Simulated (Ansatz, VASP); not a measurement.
Two plane-wave programs on Be3Zn2Se5

The input INCAR:

```
SYSTEM = Be3Zn2Se5
  ALGO = Normal
  EDIFF = 1E-6
  EDIFFG = -0.025
  ENCUT = 600
  GGA = PE
  IBRION = 2
  ISIF = 3
  ISMEAR = 0
  LASPH = .True.
  LCHARG = .False.
  LREAL = .False.
  LWAVE = .False.
  NELM = 100
  NSW = 80
  PREC = Accurate
  SIGMA = 0.1
```

The input KPOINTS:

```
k-points
0
Gamma
  4 4 4
  0 0 0
```

The input POSCAR:

```
Be3Zn2Se5
1.0
   -0.0661464233     -3.9451776050     -0.0356012354
    3.7040048028      0.0661464233     -0.0104458877
   -1.8564734032      2.0674722012     13.7312115875
Be Zn Se
3 2 5
Direct
   -0.0093545695      0.0069150012     -0.0019696559
    0.5784277790      0.5832512557      0.1787787165
    0.3976189183      0.4114811272      0.8131965149
    0.1869204297      0.2009660243      0.3929253016
    0.8140495607      0.7894012864      0.6131959007
    0.6434890858      0.1460114084      0.2800094858
    0.2481068464      0.7447321981      0.5060075982
    0.8837425715      0.3705748328      0.7206481614
    0.4567964977      0.9582823680      0.9093633196
    0.0502028806      0.5383844979      0.0878446572
```

Input for Ansatz:

```yaml
crystal:
  lattice:
    - [-0.0661464233, -3.945177605, -0.0356012354]
    - [3.7040048028, 0.0661464233, -0.0104458877]
    - [-1.8564734032, 2.0674722012, 13.7312115875]
  atoms:
    - { symbol: Be, position: [-0.0093545695, 0.0069150012, -0.0019696559] }
    - { symbol: Be, position: [0.578427779, 0.5832512557, 0.1787787165] }
    - { symbol: Be, position: [0.3976189183, 0.4114811272, 0.8131965149] }
    - { symbol: Zn, position: [0.1869204297, 0.2009660243, 0.3929253016] }
    - { symbol: Zn, position: [0.8140495607, 0.7894012864, 0.6131959007] }
    - { symbol: Se, position: [0.6434890858, 0.1460114084, 0.2800094858] }
    - { symbol: Se, position: [0.2481068464, 0.7447321981, 0.5060075982] }
    - { symbol: Se, position: [0.8837425715, 0.3705748328, 0.7206481614] }
    - { symbol: Se, position: [0.4567964977, 0.958282368, 0.9093633196] }
    - { symbol: Se, position: [0.0502028806, 0.5383844979, 0.0878446572] }
basis:
  ecutwfc: 420
kpoints:
  mp_grid: { grid: [4, 4, 4] }
hamiltonian:
  xc: pbe
scf:
  occupations: { method: gaussian, width: 0.1 }
  lower_state_search: "off"
output:
  forces: true
  stress: true
  eigenvalues: true
relax:
  adjacent_minimum: "off"
  f_tol: 0.025
  max_steps: 60
  cell: { stress_tol: 0.25 }
```

Change from the starting cell: cell x1, atoms moved at random (sigma 0.05 Å) and cell strained at random (1.5 %), then relaxed without symmetry.

Alike in both runs: task relaxation of cell and atoms; functional PBE; k mesh 4 × 4 × 4; occupations gaussian, width 0.1 eV; no spin polarisation.

|  | VASP | Ansatz |
| --- | --- | --- |
| version | VASP 6.6.1 | Ansatz 0.2.0 |
| potentials or method | VASP PAW PBE potentials, release 64 (Be, Zn, Se), cutoff 600 eV | scalar-relativistic, plane waves, PAW |
| valence electrons in the cell | 60 | 110 |

```csv
,VASP,Ansatz,Ansatz less VASP
"gap on the k mesh at the Fermi level, each at its own relaxed structure (eV)",2.35,2.37,+0.016
relaxed volume (Å³/atom),19.79,19.75,-0.049
relaxed length of the cell vector where the two differ most in proportion (Å),13.851,13.839,-0.0128
```

VASP's potentials hold 60 valence electrons a cell and Ansatz's 110, so a difference there can come from the potentials and not from the codes.

The k mesh is coarse, so the values compare programs but aren't converged.
